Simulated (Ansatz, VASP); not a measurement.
# Mo: VASP beside Ansatz

INCAR

```
SYSTEM = Mo
  PREC = Accurate
  ENCUT = 500
  EDIFF = 1E-7
  ISMEAR = 0
  SIGMA = 0.1
  LREAL = .FALSE.
  LASPH = .TRUE.
  NELM = 120
  ALGO = Normal
  ISIF = 3
  LWAVE = .FALSE.
  LCHARG = .FALSE.
  GGA = PE
  IVDW = 12
  IBRION = 2
  NSW = 100
  EDIFFG = -0.002
  GGA_COMPAT = .FALSE.
  NELMIN = 4
```

The input KPOINTS:

```
regular mesh
0
G
  18 18 10
  0 0 0
```

The input POSCAR:

```
Mo
1.0
    2.8046577058      0.0000000000      0.0000000000
   -1.4023288529      2.4289048221      0.0000000000
    0.0000000000      0.0000000000      4.5800060336
Mo
2
Direct
    0.3333333333      0.6666666667      0.2500000000
    0.6666666667      0.3333333333      0.7500000000
```

Input for Ansatz:

```yaml
crystal:
  lattice:
    - [2.8046577058, 0.0, 0.0]
    - [-1.4023288529, 2.4289048221, 0.0]
    - [0.0, 0.0, 4.5800060336]
  atoms:
    - { symbol: Mo, position: [0.3333333333, 0.6666666667, 0.25] }
    - { symbol: Mo, position: [0.6666666667, 0.3333333333, 0.75] }
basis:
  ecutwfc: 420
kpoints:
  mp_grid: { grid: [18, 18, 10] }
hamiltonian:
  xc: pbe
  dispersion: d3bj
  pseudopotentials: { kind: paw, azcp: { folder: soft_1 } }
scf:
  occupations: { method: gaussian, width: 0.1 }
output:
  forces: true
  stress: true
  eigenvalues: true
relax:
  adjacent_minimum: "off"
  f_tol: 0.002
  max_steps: 80
  cell: { stress_tol: 0.02 }
```

Alike in both runs: task relaxation of cell and atoms; functional PBE; dispersion D3(BJ); k mesh 18 × 18 × 10; occupations gaussian, width 0.1 eV; no spin polarisation.

|  | VASP | Ansatz |
| --- | --- | --- |
| version | VASP 6.6.1 | Ansatz 0.2.0 |
| potentials or method | VASP PAW PBE potentials, release 64 (Mo_sv), cutoff 500 eV | scalar-relativistic, plane waves, PAW |
| valence electrons in the cell | 28 | 28 |

```tsv
	VASP	Ansatz	Ansatz less VASP
gap on the k mesh at the Fermi level, each at its own relaxed structure (eV)	none	none	-
relaxed volume (Å³/atom)	15.66	15.63	-0.030
relaxed length of the cell vector where the two differ most in proportion (Å)	2.734	2.732	-0.0021
```

A gap of «none» marks a metal or a gap that the smearing closes.
